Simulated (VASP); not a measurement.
Here is a VASP 6.6.1 calculation.

File INCAR:

```
SYSTEM = MgS
  ALGO = Normal
  EDIFF = 1E-8
  ENCUT = 600
  GGA = PE
  IBRION = 6
  ISIF = 3
  ISMEAR = 0
  LASPH = .TRUE.
  LCHARG = .FALSE.
  LREAL = .FALSE.
  LWAVE = .FALSE.
  NELM = 60
  NFREE = 2
  NSW = 1
  POTIM = 0.015
  PREC = Accurate
  SIGMA = 0.01
```

File KPOINTS:

```
k-points
0
G
  8 8 8
  0 0 0
```

File POSCAR:

```
MgS
1.0
    0.0000000000      2.6148795105      2.6148795105
    2.6148795105      0.0000000000      2.6148795105
    2.6148795105      2.6148795105      0.0000000000
Mg S
1 1
Direct
    0.5000000000      0.5000000000      0.5000000000
    0.0000000000      0.0000000000      0.0000000000
```

Potentials or basis: VASP PAW PBE potentials, release 64 (Mg, S).

Run with:

```sh
$ cat potpaw_PBE.64/Mg/POTCAR potpaw_PBE.64/S/POTCAR > POTCAR
$ mpirun -np 1 vasp_std > vasp.out
```

Problem. What does it give for the elastic constants C11, C12, C44?

Solution. 139, 42, 54 GPa.

Problem. What does it give for the Voigt bulk modulus?

Solution. 74 GPa.

Problem. What does it give for the highest phonon frequency at Γ, LO-TO splitting left out?

Solution. 224 cm⁻¹.

Elastic tensor in Voigt notation (GPa, in the Cartesian axes of the cell as first typed):
```
139  42  42   0   0   0
 42 139  42   0   0   0
 42  42 139   0   0   0
  0   0   0  54   0   0
  0   0   0   0  54   0
  0   0   0   0   0  54
```
